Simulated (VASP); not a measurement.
Here is a VASP 6.6.1 calculation.

File INCAR:

```
ALGO = Normal
EDIFF = 1E-6
ENCUT = 520
GGA = PE
ISIF = 2
ISMEAR = -1
LASPH = T
LCHARG = T
LELF = T
LREAL = F
LVHAR = T
LWAVE = F
NBANDS = 22
NELM = 100
PREC = Accurate
SIGMA = 0.06122561905347299
```

Contents of KPOINTS:

```
k-points
0
Gamma
  34 34 34
```

File POSCAR:

```
Rh
1.0
    0.0000000000      2.7934376591      2.7934376591
    2.7934376591      0.0000000000      2.7934376591
    2.7934376591      2.7934376591      0.0000000000
Rh
2
Direct
    0.0000000000      0.0000000000      0.0000000000
    0.2500000000      0.2500000000      0.2500000000
```

Potentials or basis: VASP PAW PBE potentials, release 64 (Rh_pv).

Run with:

```bash
$ cat potpaw_PBE.64/Rh_pv/POTCAR > POTCAR
$ mpirun -np 1 vasp_std > vasp.out
```

(1) Estimate the pressure.

(2) Predict the band gap on the k mesh.

Results:

(1) -4.5 GPa.

(2) zero (bands 15 and 16 overlap by 1.16 eV).

Caveat: the cell stands under tension.
